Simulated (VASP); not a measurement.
A run of VASP 6.6.1:

The input INCAR:

```
PREC = Accurate
ENCUT = 520
EDIFF = 1E-6
ISMEAR = 0
SIGMA = 0.15
LREAL = F
LASPH = T
NELM = 80
ALGO = Fast
ISIF = 2
LWAVE = F
LCHARG = F
GGA = PE
NBANDS = 10
```

File KPOINTS:

```
regular mesh
0
Gamma
  20 20 12
```

Contents of POSCAR:

```
Al
1.0
   -1.6175102401      1.6175102401      1.6175102401
    1.6175102401     -1.6175102401      1.6175102401
    3.2350204801      3.2350204801      0.0000000000
Al
2
Direct
    0.0781637664     -0.0781637664      0.0000000000
    0.4218362336      0.5781637664      0.5000000000
```

Potentials or basis: VASP PAW PBE potentials, release 64 (Al).

Command:

```console
$ cat potpaw_PBE.64/Al/POTCAR > POTCAR
$ mpirun -np 1 vasp_std > vasp.out
```

Hardware: 1 thread of Intel(R) Xeon(R) Platinum 8559C (Emerald Rapids), with other jobs on the host.

Q: How long does it take, and how much memory?

A: Run time: 97 s on 1 thread of Intel(R) Xeon(R) Platinum 8559C (Emerald Rapids), with other jobs on the host, peak memory 0.31 GiB. Counts: scf iterations 10, k points 777.
